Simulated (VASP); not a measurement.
Be2CdO3:

```
Be Cd O
1.0
     2.97836    0.00000    0.00000
    -1.48918    2.57933    0.00000
     0.00000    0.00000    7.60278
Be Cd O
2 1 3
Direct
  0.33333 0.66667 0.16470
  0.66667 0.33333 0.83530
  0.00000 0.00000 0.50000
  0.33333 0.66667 0.66500
  0.66667 0.33333 0.33500
  0.00000 0.00000 0.00000
```

The cell was generated, and may not be a known phase.

```yaml
Program: VASP 6.6.1
Task: relaxation of cell and atoms
Functional: PBE
Potentials_or_basis: VASP PAW PBE potentials, release 64 (Be, Cd_sv_GW, O)
Cutoff: 700 eV
k_mesh: 5 × 5 × 2
Occupations: gaussian, width 0.15 eV
Spin: no spin polarisation
```

At the start: pressure -1.7 GPa; volume 9.73 Å³/atom.

Problem. How do energy, volume and symmetry change on relaxing?

Solution. Over 8 steps the energy falls by 486.7 meV/atom and the volume is 8.40 Å³/atom (-13.8 %); space group P-3m1 (No. 164, to 0.1 Å) before and after.

Step by step:
```
step  energy change (eV)  largest force (eV/Å)  pressure (GPa)  volume (Å³)
   1              0.0000                5.6421           -1.67        58.41
   2             -1.9625                1.4812          -14.08        57.53
   3             -2.1428                1.6914          -15.80        57.11
   4             -2.7287                1.0568            7.51        48.71
   5             -2.7456                1.1721            3.30        49.77
   6             -2.9124                0.3779            0.54        50.09
   7             -2.9156                0.1945            0.79        50.06
   8             -2.9199                0.0359           -0.48        50.37
```

Final structure:
```
CELL_PARAMETERS angstrom
2.80779 0.00000 0.00000
-1.40390 2.43162 0.00000
0.00000 0.00000 7.37766
ATOMIC_POSITIONS crystal
Be 0.33333 0.66667 0.14267
Be 0.66667 0.33333 0.85733
Cd 0.00000 0.00000 0.50000
O 0.33333 0.66667 0.72723
O 0.66667 0.33333 0.27277
O 0.00000 0.00000 0.00000
```

Caveat: the k points lie up to 0.52 Å⁻¹ apart in the final cell; the relaxation stopped at a loose force limit of 0.08 eV/Å, so its end isn't a converged minimum.
